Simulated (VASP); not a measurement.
Tl:

```
Tl
1.0
     3.45600    0.00000    0.00000
    -1.72800    2.99298    0.00000
     0.00000    0.00000    5.52500
Tl
2
Direct
  0.33333 0.66667 0.25000
  0.66667 0.33333 0.75000
```

Base run:

- Program: VASP 6.6.1
- Functional: r2SCAN
- Potentials or basis: VASP PAW PBE potentials, release 64 (Tl_d)
- Cutoff: 520 eV
- k mesh: 11 × 11 × 6
- Occupations: fermi-dirac, width 0.05 eV
- Spin: no spin polarisation

Its results: band gap on the k mesh zero (band 13 reaches 10.21 eV, above the bottom of band 14 at 4.38 eV); pressure 1.9 GPa.

The run is repeated on the same cell with these changes: functional from r2SCAN to PBE; further incar settings from ALGO = Normal; EDIFF = 1e-08; NBANDS = 20 to ALGO = Normal; EDIFF = 1e-07; NBANDS = 20. What comes out?

Band gap on the k mesh zero (band 13 reaches 10.10 eV, above the bottom of band 14 at 4.45 eV); pressure 3.1 GPa.

Caveats: spin-orbit coupling is left out, which moves the levels of the heavy elements; the PAW data sets were made with another functional, which shifts forces and pressure a little (some runs).
